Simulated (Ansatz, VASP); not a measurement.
**One calculation of TePb, two programs**

The input INCAR:

```
ALGO = Normal
EDIFF = 1E-6
EDIFFG = -0.005
ENCUT = 600
GGA = PS
IBRION = 2
ISIF = 3
ISMEAR = 0
LASPH = True
LCHARG = False
LREAL = False
LWAVE = False
NELM = 100
NSW = 100
PREC = Accurate
SIGMA = 0.02
```

File KPOINTS:

```
k-points
0
Gamma
  8 8 8
```

POSCAR

```
TePb
1.0
    0.0000000000      3.2310000000      3.2310000000
    3.2310000000      0.0000000000      3.2310000000
    3.2310000000      3.2310000000      0.0000000000
Te Pb
1 1
Direct
    0.5000000000      0.5000000000      0.5000000000
    0.0000000000      0.0000000000      0.0000000000
```

Input for Ansatz:

```yaml
crystal:
  lattice:
    - [0.0, 3.231, 3.231]
    - [3.231, 0.0, 3.231]
    - [3.231, 3.231, 0.0]
  atoms:
    - { symbol: Te, position: [0.5, 0.5, 0.5] }
    - { symbol: Pb, position: [0.0, 0.0, 0.0] }
basis:
  ecutwfc: 420
kpoints:
  mp_grid: { grid: [8, 8, 8] }
hamiltonian:
  xc: pbesol
scf:
  occupations: { method: gaussian, width: 0.02 }
output:
  forces: true
  stress: true
  eigenvalues: true
  write_density: true
  write_potential: true
  elf: true
  volumetric_format: npy
relax:
  adjacent_minimum: "off"
  f_tol: 0.005
  max_steps: 80
  cell: { stress_tol: 0.05 }
```

Alike in both runs: task relaxation of cell and atoms; functional PBEsol; k mesh 8 × 8 × 8; occupations gaussian, width 0.02 eV; no spin polarisation.

|  | VASP | Ansatz |
| --- | --- | --- |
| version | VASP 6.6.1 | Ansatz 0.2.0 |
| potentials or method | VASP PAW PBE potentials, release 64 (Te, Pb_d), cutoff 600 eV | scalar-relativistic, plane waves, PAW |
| valence electrons in the cell | 20 | 30 |

Ansatz gave:

- gap on the k mesh at the Fermi level, each at its own relaxed structure (eV): 0.65
- relaxed volume (Å³/atom): 33.43
- relaxed cell length with the largest relative difference (Å): 4.556

Problem. What did VASP give for the same quantities?

Solution. gap on the k mesh at the Fermi level, each at its own relaxed structure (eV): 0.65; relaxed volume (Å³/atom): 33.44; relaxed cell length with the largest relative difference (Å): 4.556.

VASP's potentials were made for PBE, not for PBEsol. VASP's potentials hold 20 valence electrons a cell and Ansatz's 30, so a difference there can come from the potentials and not from the codes.

Neither program's run includes spin-orbit coupling.
